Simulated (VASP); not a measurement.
# K (Fm-3m) in VASP: notebook

Aim: see how the results for K move with the level of theory and the settings. Levels: PBEsol, RPBE. Tasks: single point.

All numbers are computed with VASP 6.6.1; they aren't measurements. Logs are shortened: lines on timing, memory, paths and dates and some standing lists are left out, and cuts for length are marked.

## 1. The cell of the first run

It takes space group Fm-3m (No. 225, cubic). The conventional cell has a = 6.784 Å, b = 6.784 Å, c = 6.784 Å, α = 90.00°, β = 90.00°, γ = 90.00°.

## 2. Single point, PBEsol

File INCAR:

```
PREC = Accurate
ENCUT = 520
EDIFF = 1E-6
ISMEAR = 0
SIGMA = 0.05
LREAL = False
LASPH = True
NELM = 100
ALGO = Normal
ISIF = 2
LWAVE = False
LCHARG = False
GGA = PS
NBANDS = 10
```

File KPOINTS:

```
Automatic mesh
0
Gamma
  7 7 7
```

File POSCAR:

```
K
1.0
    0.0000000000      3.3918728180      3.3918728180
    3.3918728180      0.0000000000      3.3918728180
    3.3918728180      3.3918728180      0.0000000000
K
1
Direct
    0.0000000000      0.0000000000      0.0000000000
```

Potentials or basis: VASP PAW PBE potentials, release 64 (K_sv).

Run with:

```
$ cat potpaw_PBE.64/K_sv/POTCAR > POTCAR
$ mpirun -np 1 vasp_std > vasp.out
```

OUTCAR:

```text
PREC = Accurate
   ENCUT = 520
   EDIFF = 1E-6
   ISMEAR = 0
   LREAL = False
   LASPH = True
   NELM = 100
   ISIF = 2
   GGA = PS

 ion  position               nearest neighbor table
   1  0.000  0.000  0.000-

  LATTYP: Found a face centered cubic cell.
 ALAT       =     6.7837456360

  Lattice vectors:

 A1 = (   0.0000000000,   3.3918728180,   3.3918728180)
 A2 = (   3.3918728180,   0.0000000000,   3.3918728180)
 A3 = (   3.3918728180,   3.3918728180,   0.0000000000)

Analysis of symmetry for initial positions (statically):
=====================================================================
 Subroutine PRICEL returns:
 Original cell was already a primitive cell.

 Routine SETGRP: Setting up the symmetry group for a
 face centered cubic supercell.

 Subroutine GETGRP returns: Found 48 space group operations
 (whereof 48 operations were pure point group operations)
 out of a pool of 48 trial point group operations.

The static configuration has the point symmetry O_h .

Analysis of symmetry for dynamics (positions and initial velocities):
=====================================================================
 Subroutine PRICEL returns:
 Original cell was already a primitive cell.

 Routine SETGRP: Setting up the symmetry group for a
 face centered cubic supercell.

 Subroutine GETGRP returns: Found 48 space group operations
 (whereof 48 operations were pure point group operations)
 out of a pool of 48 trial point group operations.

The dynamic configuration has the point symmetry O_h .

 Subroutine INISYM returns: Found 48 space group operations
 (whereof 48 operations are pure point group operations),
 and found     1 'primitive' translations

----------------------------------------------------------------------------------------

                                     Primitive cell

  volume of cell :      78.0456

  direct lattice vectors                    reciprocal lattice vectors
     0.000000000  3.391872818  3.391872818    -0.147411188  0.147411188  0.147411188
     3.391872818  0.000000000  3.391872818     0.147411188 -0.147411188  0.147411188
     3.391872818  3.391872818  0.000000000     0.147411188  0.147411188 -0.147411188

  length of vectors
     4.796832541  4.796832541  4.796832541     0.255323666  0.255323666  0.255323666

  position of ions in fractional coordinates (direct lattice)
     0.000000000  0.000000000  0.000000000

  ion indices of the primitive-cell ions
   primitive index   ion index
                 1           1

----------------------------------------------------------------------------------------

 KPOINTS: Automatic mesh

Automatic generation of k-mesh.
 Grid dimensions read from file:
 generate k-points for:    7    7    7

 Generating k-lattice:

  Cartesian coordinates                     Fractional coordinates (reciprocal lattice)
    -0.021058741  0.021058741  0.021058741     0.142857143  0.000000000  0.000000000
     0.021058741 -0.021058741  0.021058741     0.000000000  0.142857143  0.000000000
     0.021058741  0.021058741 -0.021058741     0.000000000  0.000000000  0.142857143

  Length of vectors
     0.036474809  0.036474809  0.036474809

  Shift w.r.t. Gamma in fractional coordinates (k-lattice)
     0.000000000  0.000000000  0.000000000

 Subroutine IBZKPT returns following result:
 ===========================================

 Found     20 irreducible k-points:

 Following reciprocal coordinates:
            Coordinates               Weight
  0.000000  0.000000  0.000000      1.000000
  0.142857  0.000000  0.000000      8.000000
  0.285714  0.000000  0.000000      8.000000
  0.428571  0.000000  0.000000      8.000000
  0.142857  0.142857  0.000000      6.000000
  0.285714  0.142857  0.000000     24.000000
[... 12 lines left out ...]
 -0.428571  0.428571  0.142857     24.000000
 -0.285714  0.428571  0.142857     24.000000
   k-points           NKPTS =     20   k-points in BZ     NKDIM =     20   number of bands    NBANDS=     10
   number of dos      NEDOS =    301   number of ions     NIONS =      1
   total plane-waves  NPLWV =  46656
   dimension x,y,z NGX =    36 NGY =   36 NGZ =   36
   dimension x,y,z NGXF=    72 NGYF=   72 NGZF=   72
   ions per type =               1
   NGX,Y,Z   is equivalent  to a cutoff of  12.48, 12.48, 12.48 a.u.
   NGXF,Y,Z  is equivalent  to a cutoff of  24.95, 24.95, 24.95 a.u.
 SYSTEM =  unknown system
   PREC   = accura    normal or accurate (medium, high low for compatibility)
   ISTART =      0    job   : 0-new  1-cont  2-samecut
   ICHARG =      2    charge: 1-file 2-atom 10-const
   ISPIN  =      1    spin polarized calculation?
   LNONCOLLINEAR =      F non collinear calculations
   LSORBIT =      F    spin-orbit coupling
   LASPH  =      T    aspherical Exc in radial PAW
   ENCUT  =  520.0 eV  38.22 Ry    6.18 a.u.   8.92  8.92  8.92*2*pi/ulx,y,z
   NELM   =    100;   NELMIN=  2; NELMDL= -5     # of ELM steps
   EDIFF  = 0.1E-05   stopping-criterion for ELM
   LREAL  =      F    real-space projection
   EDIFFG = 0.1E-04   stopping-criterion for IOM
   NSW    =      0    number of steps for IOM
   IBRION =     -1    ionic relax: 0-MD 1-quasi-New 2-CG
   NFREE  =      0    steps in history (QN), initial steepest desc. (CG)
   ISIF   =      2    stress and relaxation
   ISYM   =      2    0-nonsym 1-usesym 2-fastsym
   POTIM  = 0.5000    time-step for ionic-motion
   TEBEG  =    0.0;   TEEND  =   0.0 temperature during run
   PSTRESS=    0.0 pullay stress
   NELECT =       9.0000    total number of electrons
   NUPDOWN=      -1.0000    fix difference up-down
   EMIN   =  10.00;   EMAX   =-10.00  energy-range for DOS
   EFERMI =   0.00;   METHOD = LEGACY
   ISMEAR =     0;   SIGMA  =   0.05  broadening in eV -4-tet -1-fermi 0-gaus
   EFERMI_NEDOS =   21; number of points for ismear=-14 and -15
   IALGO  =     38    algorithm
   IMIX   =      4    mixing-type and parameters
     AMIX     =   0.40;   BMIX     =  1.00
     AMIX_MAG =   1.60;   BMIX_MAG =  1.00
  volume/ion in A,a.u.               =      78.05       526.68
  Fermi-wavevector in a.u.,A,eV,Ry     =   0.796843  1.505815  8.639139  0.634959
  Thomas-Fermi vector in A             =   1.903445
   LORBIT       =      0    0 simple, 1 ext, 2 COOP (PROOUT), +10 PAW based schemes
   GGA     = PS    functional components
   LHFCALC =     F    Hartree Fock is set to
   AEXX    =    0.0000 exact exchange contribution
   IVDW    =     0    specifies the selected vdW correction
   LEPSILON=     F    determine dielectric tensor
   LRPA    =     F    only Hartree local field effects (RPA)
 non-spin polarized calculation
 Gauss-broadening in eV      SIGMA  =   0.05
  energy-cutoff  :      520.00
  volume of cell :       78.05
 maximum number of plane-waves:      2126
   NGX = 17   NGY = 17   NGZ = 17

 number of electron       9.0000002 magnetization

 Free energy of the ion-electron system (eV)
  ---------------------------------------------------
  ext. energy  EPLUGINS =         0.00000000
  ---------------------------------------------------
  free energy    TOTEN  =        -1.13685943 eV

  energy without entropy =       -1.13614980  energy(sigma->0) =       -1.13650461

 E-fermi :  -0.1750     XC(G=0):  -5.5507

 val. band max:       -0.4648998166   @ k =   0.4286   0.2857   0.0000
 cond. band min:      -0.1463021223   @ k =  -0.2857   0.2857   0.0000
 fundamental gap:      0.3185976942
 Fermi energy:        -0.1750183586

 k-point     1 :       0.0000    0.0000    0.0000
  band No.  band energies     occupation
      1     -32.3190      2.00000
      2     -15.8330      2.00000
      3     -15.8330      2.00000
      4     -15.8330      2.00000
      5      -2.3644      2.00000
      6       3.8665      0.00000
      7       3.8665      0.00000
      8       3.8665      0.00000
      9       5.0827      0.00000
     10       5.0827      0.00000

 k-point     2 :       0.1429    0.0000    0.0000
  band No.  band energies     occupation
      1     -32.3184      2.00000
      2     -15.8434      2.00000
      3     -15.8345      2.00000
      4     -15.8345      2.00000
      5      -2.1371      2.00000
      6       3.2652      0.00000
      7       3.9362      0.00000
      8       3.9362      0.00000
      9       4.9174      0.00000
     10       4.9174      0.00000

 k-point     3 :       0.2857    0.0000    0.0000
  band No.  band energies     occupation
      1     -32.3172      2.00000
      2     -15.8664      2.00000
      3     -15.8377      2.00000
      4     -15.8377      2.00000
      5      -1.4811      2.00000
      6       2.0889      0.00000
      7       3.8720      0.00000
      8       3.8720      0.00000
      9       5.0475      0.00000
     10       5.0475      0.00000

 k-point     4 :       0.4286    0.0000    0.0000
  band No.  band energies     occupation
      1     -32.3163      2.00000
      2     -15.8847      2.00000
      3     -15.8403      2.00000
      4     -15.8403      2.00000
      5      -0.4757      2.00000
      6       0.7845      0.00000
      7       3.6870      0.00000
      8       3.6870      0.00000
      9       5.6552      0.00000
     10       5.6686      0.00000

 k-point     5 :       0.1429    0.1429    0.0000
  band No.  band energies     occupation
      1     -32.3182      2.00000
      2     -15.8431      2.00000
      3     -15.8368      2.00000
      4     -15.8368      2.00000
      5      -2.0620      2.00000
      6       3.3125      0.00000
      7       3.8932      0.00000
      8       3.8932      0.00000
      9       4.3603      0.00000
     10       5.2078      0.00000

 k-point     6 :       0.2857    0.1429    0.0000
  band No.  band energies     occupation
      1     -32.3173      2.00000
      2     -15.8600      2.00000
      3     -15.8406      2.00000
      4     -15.8400      2.00000
      5      -1.5506      2.00000
      6       2.5248      0.00000
      7       3.5500      0.00000
      8       3.9046      0.00000
      9       4.3720      0.00000
     10       5.3473      0.00000
[... 131 lines left out ...]
 k-point    17 :       0.4286    0.2857    0.1429
  band No.  band energies     occupation
      1     -32.3164      2.00000
      2     -15.8697      2.00000
      3     -15.8504      2.00000
      4     -15.8424      2.00000
      5      -0.9240      2.00000
      6       2.1408      0.00000
      7       2.6773      0.00000
      8       3.9032      0.00000
      9       4.5195      0.00000
     10       5.6739      0.00000

 k-point    18 :      -0.4286    0.2857    0.1429
  band No.  band energies     occupation
      1     -32.3157      2.00000
      2     -15.8769      2.00000
      3     -15.8570      2.00000
      4     -15.8459      2.00000
      5       0.0370      0.00000
      6       1.1878      0.00000
      7       2.3655      0.00000
      8       3.5582      0.00000
      9       4.8275      0.00000
     10       5.4540      0.00000

 k-point    19 :      -0.4286    0.4286    0.1429
  band No.  band energies     occupation
      1     -32.3153      2.00000
      2     -15.8776      2.00000
      3     -15.8579      2.00000
      4     -15.8517      2.00000
      5       0.3227      0.00000
      6       1.6635      0.00000
      7       1.7876      0.00000
      8       3.2529      0.00000
      9       4.8495      0.00000
     10       5.4758      0.00000

 k-point    20 :      -0.2857    0.4286    0.1429
  band No.  band energies     occupation
      1     -32.3153      2.00000
      2     -15.8709      2.00000
      3     -15.8676      2.00000
      4     -15.8509      2.00000
      5       0.9025      0.00000
      6       1.3349      0.00000
      7       1.4446      0.00000
      8       2.9954      0.00000
      9       4.9802      0.00000
     10       5.5776      0.00000

------------------------ aborting loop because EDIFF is reached ----------------------------------------

  FORCE on cell =-STRESS in cart. coord.  units (eV):
  Direction    XX          YY          ZZ          XY          YZ          ZX
  --------------------------------------------------------------------------------------
  -------------------------------------------------------------------------------------
  Total       -0.1529915     -0.1529915     -0.1529915      0.0000000     -0.0000000     -0.0000000
  in kB       -3.1407204     -3.1407204     -3.1407204      0.0000000     -0.0000000     -0.0000000
  external PRESSURE =      -3.1407204 kB  Pullay stress =       0.0000000 kB

 VOLUME and BASIS-vectors are now :
 -----------------------------------------------------------------------------
  energy-cutoff  :      520.00
  volume of cell :       78.05
      direct lattice vectors                 reciprocal lattice vectors
     0.000000000  3.391872818  3.391872818    -0.147411188  0.147411188  0.147411188
     3.391872818  0.000000000  3.391872818     0.147411188 -0.147411188  0.147411188
     3.391872818  3.391872818  0.000000000     0.147411188  0.147411188 -0.147411188

 POSITION                                       TOTAL-FORCE (eV/Angst)
 -----------------------------------------------------------------------------------
      0.00000      0.00000      0.00000         0.000000     -0.000000      0.000000
 -----------------------------------------------------------------------------------
    total drift:                               -0.000000      0.000000      0.000000

  FREE ENERGIE OF THE ION-ELECTRON SYSTEM (eV)
  ---------------------------------------------------
  free  energy   TOTEN  =        -1.1368594274 eV

  energy  without entropy=       -1.1361497995  energy(sigma->0) =       -1.13650461
```

Run time: 5.6 s. Hardware: 1 thread of Intel Xeon 6975P-C (Granite Rapids), shared host; peak memory 0.19 GiB.

What came out:

- Free energy: -1.1369 eV
- Pressure: -0.3 GPa

Caveat: the PAW data sets were made with another functional, which shifts forces and pressure a little.

(Part 1 of 2 ends here.)
